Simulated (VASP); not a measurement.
# Sn (I4_1/amd) in VASP: further runs

The runs below take Sn through single point, with LDA.

Everything below comes from runs of VASP 6.6.1. Logs are shortened: lines on timing, memory, paths and dates and some standing lists are left out, and cuts for length are marked.

**1. The cell of the first run**

The structure is tetragonal, space group I4_1/amd (No. 141). The conventional cell has a = 5.713 Å, b = 5.713 Å, c = 3.116 Å, α = 90.00°, β = 90.00°, γ = 90.00°. Within 3.9 Å of Sn (site symmetry -4m2) lie 10 Sn at 2.96 to 3.69 Å.

**2. Single point, LDA (25.43 Å³/atom)**

INCAR

```
PREC = Accurate
ENCUT = 520
EDIFF = 1E-6
ISMEAR = -1
SIGMA = 0.05
LREAL = F
LASPH = T
NELM = 60
ALGO = Normal
ISIF = 2
LWAVE = F
LCHARG = F
GGA = CA
NBANDS = 21
```

KPOINTS

```
regular mesh
0
Gamma
  15 15 15
```

POSCAR

```
Sn
1.0
   -2.8563261551      2.8563261551      1.5581786438
    2.8563261551     -2.8563261551      1.5581786438
    2.8563261551      2.8563261551     -1.5581786438
Sn
2
Direct
    0.0000000000      0.0000000000      0.0000000000
    0.7500000000      0.2500000000      0.5000000000
```

Potentials or basis: VASP PAW LDA potentials, release 64 (Sn_d).

On the command line:

```sh
$ cat potpaw_LDA.64/Sn_d/POTCAR > POTCAR
$ mpirun -np 1 vasp_std > vasp.out
```

OUTCAR:

```text
PREC = Accurate
   ENCUT = 520
   EDIFF = 1E-6
   ISMEAR = -1
   LREAL = F
   LASPH = T
   NELM = 60
   ISIF = 2
   GGA = CA

 ion  position               nearest neighbor table
   1  0.000  0.000  0.000-   2 2.96   2 2.96   2 2.96   2 2.96   2 3.69   2 3.69   2 3.69   2 3.69

   2  0.750  0.250  0.500-   1 2.96   1 2.96   1 2.96   1 2.96   1 3.69   1 3.69   1 3.69   1 3.69

  LATTYP: Found a body centered tetragonal cell.
 ALAT       =     5.7126523102
 C/A-ratio  =     0.5455184594

  Lattice vectors:

 A1 = (  -2.8563261551,   2.8563261551,   1.5581786438)
 A2 = (   2.8563261551,  -2.8563261551,   1.5581786438)
 A3 = (   2.8563261551,   2.8563261551,  -1.5581786438)

Analysis of symmetry for initial positions (statically):
=====================================================================
 Subroutine PRICEL returns:
 Original cell was already a primitive cell.

 Routine SETGRP: Setting up the symmetry group for a
 body centered tetragonal supercell.

 Subroutine GETGRP returns: Found 16 space group operations
 (whereof  8 operations were pure point group operations)
 out of a pool of 16 trial point group operations.

The static configuration has the point symmetry D_2d.
 The point group associated with its full space group is D_4h.

Analysis of symmetry for dynamics (positions and initial velocities):
=====================================================================
 Subroutine PRICEL returns:
 Original cell was already a primitive cell.

 Routine SETGRP: Setting up the symmetry group for a
 body centered tetragonal supercell.

 Subroutine GETGRP returns: Found 16 space group operations
 (whereof  8 operations were pure point group operations)
 out of a pool of 16 trial point group operations.

The dynamic configuration has the point symmetry D_2d.
 The point group associated with its full space group is D_4h.

 Subroutine INISYM returns: Found 16 space group operations
 (whereof  8 operations are pure point group operations),
 and found     1 'primitive' translations

----------------------------------------------------------------------------------------

                                     Primitive cell

  volume of cell :      50.8502
[... 80 lines left out ...]
   PREC   = accura    normal or accurate (medium, high low for compatibility)
   ISTART =      0    job   : 0-new  1-cont  2-samecut
   ICHARG =      2    charge: 1-file 2-atom 10-const
   ISPIN  =      1    spin polarized calculation?
   LNONCOLLINEAR =      F non collinear calculations
   LSORBIT =      F    spin-orbit coupling
   LASPH  =      T    aspherical Exc in radial PAW
   ENCUT  =  520.0 eV  38.22 Ry    6.18 a.u.   8.05  8.05  8.05*2*pi/ulx,y,z
   NELM   =     60;   NELMIN=  2; NELMDL= -5     # of ELM steps
   EDIFF  = 0.1E-05   stopping-criterion for ELM
   LREAL  =      F    real-space projection
   EDIFFG = 0.1E-04   stopping-criterion for IOM
   NSW    =      0    number of steps for IOM
   IBRION =     -1    ionic relax: 0-MD 1-quasi-New 2-CG
   NFREE  =      0    steps in history (QN), initial steepest desc. (CG)
   ISIF   =      2    stress and relaxation
   ISYM   =      2    0-nonsym 1-usesym 2-fastsym
   POTIM  = 0.5000    time-step for ionic-motion
   TEBEG  =    0.0;   TEEND  =   0.0 temperature during run
   PSTRESS=    0.0 pullay stress
   NELECT =      28.0000    total number of electrons
   NUPDOWN=      -1.0000    fix difference up-down
   EMIN   =  10.00;   EMAX   =-10.00  energy-range for DOS
   EFERMI =   0.00;   METHOD = LEGACY
   ISMEAR =    -1;   SIGMA  =   0.05  broadening in eV -4-tet -1-fermi 0-gaus
   EFERMI_NEDOS =   21; number of points for ismear=-14 and -15
   IALGO  =     38    algorithm
   IMIX   =      4    mixing-type and parameters
     AMIX     =   0.40;   BMIX     =  1.00
     AMIX_MAG =   1.60;   BMIX_MAG =  1.00
  volume/ion in A,a.u.               =      25.43       171.58
  Fermi-wavevector in a.u.,A,eV,Ry     =   1.341827  2.535686 24.497290  1.800500
  Thomas-Fermi vector in A             =   2.470030
   LORBIT       =      0    0 simple, 1 ext, 2 COOP (PROOUT), +10 PAW based schemes
   GGA     = CA    functional components
   LHFCALC =     F    Hartree Fock is set to
   AEXX    =    0.0000 exact exchange contribution
   IVDW    =     0    specifies the selected vdW correction
   LEPSILON=     F    determine dielectric tensor
   LRPA    =     F    only Hartree local field effects (RPA)
 non-spin polarized calculation
  energy-cutoff  :      520.00
  volume of cell :       50.85
 maximum number of plane-waves:      1386
   NGX = 17   NGY = 17   NGZ = 17

 number of electron      28.0000019 magnetization

 Free energy of the ion-electron system (eV)
  ---------------------------------------------------
  ext. energy  EPLUGINS =         0.00000000
  ---------------------------------------------------
  free energy    TOTEN  =        -8.97166440 eV

  energy without entropy =       -8.96473339  energy(sigma->0) =       -8.96819889

 E-fermi :   8.5361     XC(G=0): -10.8572

 val. band max:        8.5358172091   @ k =  -0.3333   0.4667   0.0667
 cond. band min:       8.5378313302   @ k =  -0.1333  -0.2000   0.1333
 fundamental gap:      0.0020141211
 Fermi energy:         8.5360575177

 k-point     1 :       0.0000    0.0000    0.0000
  band No.  band energies     occupation
      1     -13.1290      2.00000
      2     -13.0204      2.00000
      3     -12.9783      2.00000
      4     -12.9575      2.00000
      5     -12.7712      2.00000
      6     -12.7712      2.00000
[... 565 lines left out ...]
     20      15.9393      0.00000
     21      16.9075      0.00000

 [... further k-points ...]

------------------------ aborting loop because EDIFF is reached ----------------------------------------

  FORCE on cell =-STRESS in cart. coord.  units (eV):
  Direction    XX          YY          ZZ          XY          YZ          ZX
  --------------------------------------------------------------------------------------
  -------------------------------------------------------------------------------------
  Total        0.7220340      0.7220340      0.3742463      0.0000000      0.0000000      0.0000000
  in kB       22.7496865     22.7496865     11.7916698      0.0000000      0.0000000      0.0000000
  external PRESSURE =      19.0970142 kB  Pullay stress =       0.0000000 kB

 VOLUME and BASIS-vectors are now :
 -----------------------------------------------------------------------------
  energy-cutoff  :      520.00
  volume of cell :       50.85
      direct lattice vectors                 reciprocal lattice vectors
    -2.856326155  2.856326155  1.558178644     0.000000000  0.175050037  0.320887468
     2.856326155 -2.856326155  1.558178644     0.175050037  0.000000000  0.320887468
     2.856326155  2.856326155 -1.558178644     0.175050037  0.175050037  0.000000000

 POSITION                                       TOTAL-FORCE (eV/Angst)
 -----------------------------------------------------------------------------------
      0.00000      0.00000      0.00000         0.000000     -0.000000      0.000000
     -0.00000      2.85633      0.77909        -0.000000      0.000000     -0.000000
 -----------------------------------------------------------------------------------
    total drift:                                0.000000     -0.000000      0.000000

  FREE ENERGIE OF THE ION-ELECTRON SYSTEM (eV)
  ---------------------------------------------------
  free  energy   TOTEN  =        -8.9716643994 eV

  energy  without entropy=       -8.9647333871  energy(sigma->0) =       -8.96819889
```

OSZICAR:

```text
N       E                     dE             d eps       ncg     rms          rms(c)
DAV:   1     0.222745258928E+03    0.22275E+03   -0.14321E+04 12303   0.214E+03
DAV:   2     0.142226879919E+02   -0.20852E+03   -0.20421E+03 12186   0.456E+02
DAV:   3    -0.828640065483E+01   -0.22509E+02   -0.22334E+02 13990   0.136E+02
DAV:   4    -0.899165399280E+01   -0.70525E+00   -0.70477E+00 13817   0.266E+01
DAV:   5    -0.902033051752E+01   -0.28677E-01   -0.28676E-01 17049   0.504E+00    0.275E+00
DAV:   6    -0.898609428116E+01    0.34236E-01   -0.36053E-02 16552   0.271E+00    0.150E+00
DAV:   7    -0.897224534624E+01    0.13849E-01   -0.19685E-02 16565   0.196E+00    0.161E-01
DAV:   8    -0.897165948134E+01    0.58586E-03   -0.22154E-03 15506   0.660E-01    0.315E-02
DAV:   9    -0.897166415230E+01   -0.46710E-05   -0.58402E-05 16276   0.687E-02    0.115E-02
DAV:  10    -0.897166439943E+01   -0.24713E-06   -0.41656E-06 13653   0.228E-02
   1 F= -.89716644E+01 E0= -.89681989E+01  d E =-.693101E-02
```

Run time: 62 s. Hardware: 1 thread of Intel Xeon 6975P-C (Granite Rapids), shared host; peak memory 0.33 GiB.

Results:

```yaml
Free_energy: -8.9717 eV
Pressure: 1.9 GPa
Band_gap_on_the_k_mesh: zero (bands 14 and 15 overlap by 4.60 eV)
```

Levels at points of the mesh, in eV from the Fermi level:
```csv
k point,band 10,band 11,band 12,band 13,band 14,band 15,band 16,band 17,band 18,band 19
"(0.00, 0.00, 0.00)",-21.06,-11.65,-3.52,-2.15,-2.15,2.98,6.50,6.50,7.20,7.28
```

Caveat: spin-orbit coupling is left out, which moves the levels of the heavy elements.

**3. Single point, LDA (25.97 Å³/atom)**

This run uses another cell than the first one, of 25.97 Å³/atom.

INCAR

```
PREC = Accurate
ENCUT = 520
EDIFF = 1E-6
ISMEAR = -1
SIGMA = 0.05
LREAL = False
LASPH = True
NELM = 60
ALGO = Normal
ISIF = 2
LWAVE = False
LCHARG = False
NBANDS = 21
```

KPOINTS

```
Automatic mesh
0
Gamma
  15 15 15
```

POSCAR

```
Sn
1.0
   -2.8764417908      2.8764417908      1.5691520944
    2.8764417908     -2.8764417908      1.5691520944
    2.8764417908      2.8764417908     -1.5691520944
Sn
2
Direct
    0.0000000000      0.0000000000      0.0000000000
    0.7500000000      0.2500000000      0.5000000000
```

Potentials or basis: VASP PAW LDA potentials, release 64 (Sn_d).

On the command line:

```sh
$ cat potpaw_LDA.64/Sn_d/POTCAR > POTCAR
$ mpirun -np 1 vasp_std > vasp.out
```

It took 61 s on 1 thread of Intel Xeon 6975P-C (Granite Rapids), shared host; peak memory 0.34 GiB.

The run converged. Its results:

* Free energy: -8.9803 eV
* Pressure: 0.5 GPa
* Band gap on the k mesh: zero (bands 14 and 15 overlap by 4.49 eV)

Stress tensor (GPa, compression positive):
```
 0.87  0.00  0.00
 0.00  0.87  0.00
 0.00  0.00 -0.17
```

Levels at points of the mesh, in eV from the Fermi level:
```csv
k point,band 10,band 11,band 12,band 13,band 14,band 15,band 16,band 17,band 18,band 19
"(0.00, 0.00, 0.00)",-21.05,-11.48,-3.58,-2.08,-2.08,3.02,6.40,6.40,7.05,7.14
```

Caveat: spin-orbit coupling is left out, which moves the levels of the heavy elements.

**4. Single point, LDA (26.51 Å³/atom)**

This run uses another cell than the first one, of 26.51 Å³/atom.

INCAR

```
PREC = Accurate
ENCUT = 520
EDIFF = 1E-6
ISMEAR = -1
SIGMA = 0.05
LREAL = F
LASPH = T
NELM = 60
ALGO = Normal
ISIF = 2
LWAVE = F
LCHARG = T
GGA = CA
LELF = T
LVHAR = T
NBANDS = 21
```

KPOINTS is that of step 3.

POSCAR

```
Sn
1.0
   -2.8962799473      2.8962799473      1.5799741750
    2.8962799473     -2.8962799473      1.5799741750
    2.8962799473      2.8962799473     -1.5799741750
Sn
2
Direct
    0.0000000000      0.0000000000      0.0000000000
    0.7500000000      0.2500000000      0.5000000000
```

On the command line:

```sh
$ cat potpaw_LDA.64/Sn_d/POTCAR > POTCAR
$ mpirun -np 1 vasp_std > vasp.out
```

It took 94 s on 1 thread of Intel Xeon 6975P-C (Granite Rapids), shared host; peak memory 0.36 GiB.

It converged, with:

| Quantity | Value |
| --- | --- |
| Free energy | -8.9800 eV |
| Pressure | -0.7 GPa |
| Band gap on the k mesh | zero (bands 14 and 15 overlap by 4.38 eV) |

Stress tensor (GPa, compression positive):
```
-0.38  0.00  0.00
 0.00 -0.38  0.00
 0.00  0.00 -1.37
```

Levels at points of the mesh, in eV from the Fermi level:
```csv
k point,band 11,band 12,band 13,band 14,band 15,band 16,band 17,band 18
"(0.00, 0.00, 0.00)",-11.32,-3.64,-2.02,-2.02,3.05,6.29,6.29,6.91
```

Caveat: spin-orbit coupling is left out, which moves the levels of the heavy elements.

**5. Single point, LDA (zz strain of -3 %)**

INCAR

```
SYSTEM = Sn
  PREC = Accurate
  ENCUT = 520
  EDIFF = 1E-6
  ISMEAR = -1
  SIGMA = 0.05
  LREAL = .FALSE.
  LASPH = .TRUE.
  NELM = 60
  ALGO = Normal
  ISIF = 2
  LWAVE = .FALSE.
  LCHARG = .FALSE.
  GGA = CA
  NBANDS = 21
```

KPOINTS

```
Automatic mesh
0
G
  15 15 15
  0 0 0
```

POSCAR

```
Sn
1.0
   -2.9158500000      2.9158500000      1.5429305000
    2.9158500000     -2.9158500000      1.5429305000
    2.9158500000      2.9158500000     -1.5429305000
Sn
2
Direct
    0.0000000000      0.0000000000      0.0000000000
    0.7500000000      0.2500000000      0.5000000000
```

On the command line:

```sh
$ cat potpaw_LDA.64/Sn_d/POTCAR > POTCAR
$ mpirun -np 1 vasp_std > vasp.out
```

Wall time 2.7 min (1 thread of AMD EPYC 9R45 (Zen 5), shared host); peak memory 0.33 GiB.

Results (log left out):

```yaml
Free_energy: -8.9823 eV
Pressure: -0.1 GPa
Band_gap_on_the_k_mesh: zero (bands 14 and 15 overlap by 4.24 eV)
```

Stress tensor (GPa, compression positive):
```
-0.44  0.00  0.00
 0.00 -0.44  0.00
 0.00  0.00  0.61
```

Levels at points of the mesh, in eV from the Fermi level:
| k point | band 12 | band 13 | band 14 | band 15 | band 16 | band 17 |
| --- | --- | --- | --- | --- | --- | --- |
| (0.00, 0.00, 0.00) | -3.94 | -2.18 | -2.18 | 2.92 | 6.06 | 6.06 |

Caveat: the cell differs from its parent crystal (zz strain of -3 %); spin-orbit coupling is left out, which moves the levels of the heavy elements.

**6. Single point, LDA (equal xx and yy strain of -1 %)**

INCAR

```
SYSTEM = Sn
  ALGO = Normal
  EDIFF = 1E-7
  ENCUT = 520
  GGA = CA
  ISIF = 2
  ISMEAR = -1
  LASPH = .TRUE.
  LCHARG = .FALSE.
  LREAL = .FALSE.
  LWAVE = .FALSE.
  NBANDS = 21
  NELM = 60
  PREC = Accurate
  SIGMA = 0.05
```

KPOINTS

```
k-points
0
G
  15 15 15
  0 0 0
```

POSCAR

```
Sn
1.0
   -2.8866915000      2.8866915000      1.5906500000
    2.8866915000     -2.8866915000      1.5906500000
    2.8866915000      2.8866915000     -1.5906500000
Sn
2
Direct
    0.0000000000      0.0000000000      0.0000000000
    0.7500000000      0.2500000000      0.5000000000
```

Potentials or basis: VASP PAW LDA potentials, release 64 (Sn_d).

On the command line:

```sh
$ cat potpaw_LDA.64/Sn_d/POTCAR > POTCAR
$ mpirun -np 1 vasp_std > vasp.out
```

Wall time 3.7 min (1 thread of AMD EPYC 9R45 (Zen 5), shared host); peak memory 0.33 GiB.

Results (log left out):

```yaml
Free_energy: -8.9773 eV
Pressure: -0.7 GPa
Band_gap_on_the_k_mesh: zero (bands 14 and 15 overlap by 4.42 eV)
```

Stress tensor (GPa, compression positive):
```
-0.24  0.00  0.00
 0.00 -0.24  0.00
 0.00  0.00 -1.67
```

Levels at points of the mesh, in eV from the Fermi level:
| k point | band 10 | band 11 | band 12 | band 13 | band 14 | band 15 | band 16 | band 17 | band 18 | band 19 |
| --- | --- | --- | --- | --- | --- | --- | --- | --- | --- | --- |
| (0.00, 0.00, 0.00) | -21.04 | -11.31 | -3.53 | -1.98 | -1.98 | 3.09 | 6.38 | 6.38 | 6.76 | 6.84 |

Caveat: the cell differs from its parent crystal (equal xx and yy strain of -1 %); spin-orbit coupling is left out, which moves the levels of the heavy elements.

**7. Summary**

```csv
cell,gap on the mesh (eV),pressure (GPa)
"a = 4.330 Å, angles 97.4, 97.4, 137.8°, 2 atoms",none,1.9
"a = 4.360 Å, angles 97.4, 97.4, 137.8°, 2 atoms",none,0.5
"a = 4.390 Å, angles 97.4, 97.4, 137.8°, 2 atoms",none,-0.7
"a = 4.403 Å, angles 97.1, 97.1, 139.0°, 2 atoms",none,-0.1
"a = 4.381 Å, angles 97.6, 97.6, 137.4°, 2 atoms",none,-0.7
```

Alike in all rows: task single point; level LDA; potentials or basis VASP PAW LDA potentials, release 64 (Sn_d); no spin polarisation; k mesh 15 × 15 × 15; cutoff (eV) 520; smearing fermi-dirac 0.05 eV.

Caveats: spin-orbit coupling is left out, which moves the levels of the heavy elements.

Absolute energies hang on the potentials; compare differences alone.
